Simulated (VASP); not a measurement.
A run of VASP 6.6.1:

POSCAR

```
Rh
1.0
    0.0000000000      1.9966275000      1.8064725000
    1.9966275000      0.0000000000      1.8064725000
    1.9966275000      1.9966275000      0.0000000000
Rh
1
Direct
    0.0000000000      0.0000000000      0.0000000000
```

Contents of INCAR.step1:

```
ALGO     = Normal         # electronic algorithm
EDIFF    = 1E-4           # SCF threshold, eV
ENCUT    = 520            # plane-wave cutoff, eV
GGA      = PE             # functional
ISMEAR   = 0              # smearing method
LASPH    = True           # aspherical terms in the spheres
LCHARG   = False          # write CHGCAR
LREAL    = False          # projectors in reciprocal space
LWAVE    = True           # write WAVECAR
NBANDS   = 14             # bands
NELM     = 60             # most SCF steps
PREC     = Accurate       # precision mode
SIGMA    = 0.15           # smearing width, eV
```

File INCAR.step2:

```
ALGO     = Normal         # electronic algorithm
EDIFF    = 1E-7           # SCF threshold, eV
ENCUT    = 520            # plane-wave cutoff, eV
ISIF     = 2              # what is computed and relaxed
ISMEAR   = 0              # smearing method
ISTART   = 1            
LASPH    = True           # aspherical terms in the spheres
LCHARG   = False          # write CHGCAR
LMIXTAU  = True         
LREAL    = False          # projectors in reciprocal space
LWAVE    = False          # write WAVECAR
METAGGA  = R2SCAN         # meta-GGA
NBANDS   = 14             # bands
NELM     = 60             # most SCF steps
PREC     = Accurate       # precision mode
SIGMA    = 0.15           # smearing width, eV
```

Contents of KPOINTS:

```
k-points
0
Gamma
  22 22 22
```

Potentials or basis: VASP PAW PBE potentials, release 64 (Rh_pv).

The run is started by

```bash
$ cat potpaw_PBE.64/Rh_pv/POTCAR > POTCAR
$ cp INCAR.step1 INCAR
$ mpirun -np 1 vasp_std > vasp.out
$ cp INCAR.step2 INCAR
$ mpirun -np 1 vasp_std > vasp.out
```

Hardware: 1 thread of Intel Xeon 8259CL, on a shared host.

Problem. Estimate the wall time of this run.

Solution. It took 14 min on 1 thread of Intel Xeon 8259CL, with other jobs on the host, peak memory 0.27 GiB. Counts: k points 834.
